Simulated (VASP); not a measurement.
A run of VASP 6.6.1:

The input INCAR:

```
SYSTEM = Sr4NbO
PREC = Accurate
ENCUT = 520
EDIFF = 1E-7
ISMEAR = 0
SIGMA = 0.1
LREAL = .False.
LASPH = .True.
NELM = 150
ALGO = Normal
ISIF = 2
LWAVE = .False.
LCHARG = .False.
ISPIN = 2
MAGMOM = 0.05 0.05 0.05 0.05 3.64 -0.29
LORBIT = 11
LMAXMIX = 4
GGA = PE
NBANDS = 42
```

The input KPOINTS:

```
Automatic mesh
0
Gamma
  4 4 4
  0 0 0
```

File POSCAR:

```
Sr4NbO
1.0
    0.0000000000      4.8947266707      4.8947266707
    4.8947266707      0.0000000000      4.8947266707
    4.8947266707      4.8947266707      0.0000000000
Sr Nb O
4 1 1
Direct
    0.8754456339      0.3736630982      0.8754456339
    0.8754456339      0.8754456339      0.8754456339
    0.3736630982      0.8754456339      0.8754456339
    0.8754456339      0.8754456339      0.3736630982
    0.2500000000      0.2500000000      0.2500000000
    0.5000000000      0.5000000000      0.5000000000
```

Potentials or basis: VASP PAW PBE potentials, release 64 (Sr_sv, Nb_sv, O).

Run with:

```sh
$ cat potpaw_PBE.64/Sr_sv/POTCAR potpaw_PBE.64/Nb_sv/POTCAR potpaw_PBE.64/O/POTCAR > POTCAR
$ mpirun -np 1 vasp_std > vasp.out
```

Hardware: 1 thread of Intel(R) Xeon(R) Platinum 8375C CPU @ 2.90GHz (Ice Lake), with other jobs on the host.

Question: How long does it take, and how much memory?

Answer: Run time: 7.8 min on 1 thread of Intel(R) Xeon(R) Platinum 8375C CPU @ 2.90GHz (Ice Lake) (shared host), peak memory 0.58 GiB. Counts: scf iterations 23, k points 8.
